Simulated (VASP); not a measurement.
A run of VASP 6.6.1 is set up as follows.

INCAR

```
PREC     = Accurate       # precision mode
ENCUT    = 520            # plane-wave cutoff, eV
EDIFF    = 1E-7           # SCF threshold, eV
ISMEAR   = 0              # smearing method
SIGMA    = 0.02           # smearing width, eV
LREAL    = False          # projectors in reciprocal space
LASPH    = True           # aspherical terms in the spheres
NELM     = 60             # most SCF steps
ALGO     = Normal         # electronic algorithm
ISIF     = 2              # what is computed and relaxed
LWAVE    = False          # write WAVECAR
LCHARG   = True           # write CHGCAR
GGA      = PE             # functional
LELF     = True           # ELF
LVHAR    = True         
NBANDS   = 28             # bands
```

The input KPOINTS:

```
Automatic mesh
0
Gamma
  8 8 8
```

POSCAR

```
SrTiO3
1.0
    3.9192004358      0.0000000000      0.0000000000
    0.0000000000      3.9192004358      0.0000000000
    0.0000000000      0.0000000000      3.9192004358
Sr Ti O
1 1 3
Direct
    0.5000000000      0.5000000000      0.5000000000
    0.0000000000      0.0000000000      0.0000000000
    0.5000000000      0.0000000000      0.0000000000
    0.0000000000      0.5000000000      0.0000000000
    0.0000000000      0.0000000000      0.5000000000
```

Potentials or basis: VASP PAW PBE potentials, release 64 (Sr_sv, Ti_sv, O).

Command:

```bash
$ cat potpaw_PBE.64/Sr_sv/POTCAR potpaw_PBE.64/Ti_sv/POTCAR potpaw_PBE.64/O/POTCAR > POTCAR
$ mpirun -np 1 vasp_std > vasp.out
```

Q: Predict the pressure.

A: 2.9 GPa.

Q: What does it give for the band gap on the k mesh?

A: 1.84 eV, indirect (least direct gap 2.20 eV).

A k mesh can miss the band edges. PBE gaps usually lie below the measured ones, often by a third to a half.
